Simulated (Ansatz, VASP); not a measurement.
# Two plane-wave programs on Pb

File INCAR:

```
PREC     = Accurate       # precision mode
ENCUT    = 520            # plane-wave cutoff, eV
EDIFF    = 1E-6           # SCF threshold, eV
ISMEAR   = -1             # smearing method
SIGMA    = 0.05           # smearing width, eV
LREAL    = False          # projectors in reciprocal space
LASPH    = True           # aspherical terms in the spheres
NELM     = 80             # most SCF steps
ALGO     = Normal         # electronic algorithm
ISIF     = 2              # what is computed and relaxed
LWAVE    = False          # write WAVECAR
LCHARG   = False          # write CHGCAR
GGA      = PS             # functional
NBANDS   = 13             # bands
```

KPOINTS

```
regular mesh
0
Gamma
  5 5 5
```

File POSCAR:

```
Pb
1.0
    0.0000000000      2.4750200000      2.4750200000
    2.4750200000      0.0000000000      2.4750200000
    2.4750200000      2.4750200000      0.0000000000
Pb
1
Direct
    0.0000000000      0.0000000000      0.0000000000
```

Contents of input.yaml:

```yaml
crystal:
  lattice:
    - [0.0, 2.47502, 2.47502]
    - [2.47502, 0.0, 2.47502]
    - [2.47502, 2.47502, 0.0]
  atoms:
    - { symbol: Pb, position: [0.0, 0.0, 0.0] }
hamiltonian:
  xc: pbesol
  pseudopotentials: { kind: paw }
kpoints:
  mp_grid: { grid: [5, 5, 5] }
  band_path:
    path:
      - [[0.0, 0.0, 0.0], [0.5, 0.0, 0.5], [0.5, 0.25, 0.75], [0.375, 0.375, 0.75], [0.0, 0.0, 0.0], [0.5, 0.5, 0.5], [0.625, 0.25, 0.625], [0.5, 0.25, 0.75], [0.5, 0.5, 0.5], [0.375, 0.375, 0.75]]
      - [[0.625, 0.25, 0.625], [0.5, 0.0, 0.5]]
    npoints: 14
scf:
  occupations: { method: fermi_dirac, width: 0.05 }
  n_extra_bands: 6
output:
  forces: true
  stress: true
  eigenvalues: true
  fatbands: false
  write_density: true
  write_potential: true
  elf: true
  volumetric_format: npy
```

Alike in both runs: functional PBEsol; k mesh 5 × 5 × 5; occupations fermi-dirac, width 0.05 eV; no spin polarisation.

```csv
,VASP,Ansatz
version,VASP 6.6.1,Ansatz 0.2.0
potentials or method,"VASP PAW PBE potentials, release 64 (Pb_d)",Ansatz PAW
plane-wave cutoff (eV),520,420
valence electrons in the cell,14,14
task,single point,band structure
```

```tsv
	VASP	Ansatz	Ansatz less VASP
gap on the k mesh at the Fermi level (eV)	none	none	-
pressure (GPa)	-1.0	-1.0	+0.07
```

VASP's potentials were made for PBE, not for PBEsol. A gap of «none» marks a metal or a gap that the smearing closes.

The k mesh is coarse, so the values compare programs but aren't converged. Neither program's run includes spin-orbit coupling.
